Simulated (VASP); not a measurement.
Write the native input for VASP 6.6.1 that does the following.

| Item | Value |
| --- | --- |
| Task | single point |
| Functional | LDA |
| Potentials or basis | VASP PAW LDA potentials, release 64 (Ir) |
| Cutoff | 520 eV |
| k mesh | 10 × 10 × 10 |
| Occupations | fermi-dirac, width 0.1 eV |
| Spin | non-collinear spin, zero start, spin-orbit coupling |
| Starting moments | [[0.0, 0.0, 0.0], [0.0, 0.0, 0.0]] μB |
| Dipole correction | no |
| Further INCAR settings | ALGO = Normal; EDIFF = 1e-06; NBANDS = 30 |

The structure of Ir lies in POSCAR:

```
Ir
1.0
    0.0000000000      2.7385611881      2.7385611881
    2.7385611881      0.0000000000      2.7385611881
    2.7385611881      2.7385611881      0.0000000000
Ir
2
Direct
    0.1250000000      0.1250000000      0.1250000000
    0.8750000000      0.8750000000      0.8750000000
```

One way to write it, as run:

INCAR

```
PREC = Accurate ; ENCUT = 520
EDIFF = 1E-6 ; ISMEAR = -1
SIGMA = 0.1 ; LREAL = False
LASPH = True ; NELM = 150
ALGO = Normal ; ISIF = 2
LWAVE = False ; LCHARG = False
MAGMOM = 0 0 0 0 0 0 ; LORBIT = 11
LSORBIT = True ; GGA_COMPAT = False
LORBMOM = True ; LMAXMIX = 4
GGA = CA ; NBANDS = 30
```

KPOINTS

```
Automatic mesh
0
Gamma
  10 10 10
```

Potentials or basis: VASP PAW LDA potentials, release 64 (Ir).

Run with:

```sh
$ cat potpaw_LDA.64/Ir/POTCAR > POTCAR
$ mpirun -np 1 vasp_ncl > vasp.out
```

Results of the run:

| Quantity | Value |
| --- | --- |
| Pressure | 0.6 GPa |
| Net moment | 0.00 μB per cell |
| Valence electrons inside the program's atomic spheres | Ir 8.47 |

It took 69 s on 1 thread of AMD EPYC 9R45 96-Core Processor (Zen 5), on a shared host, peak memory 0.23 GiB.
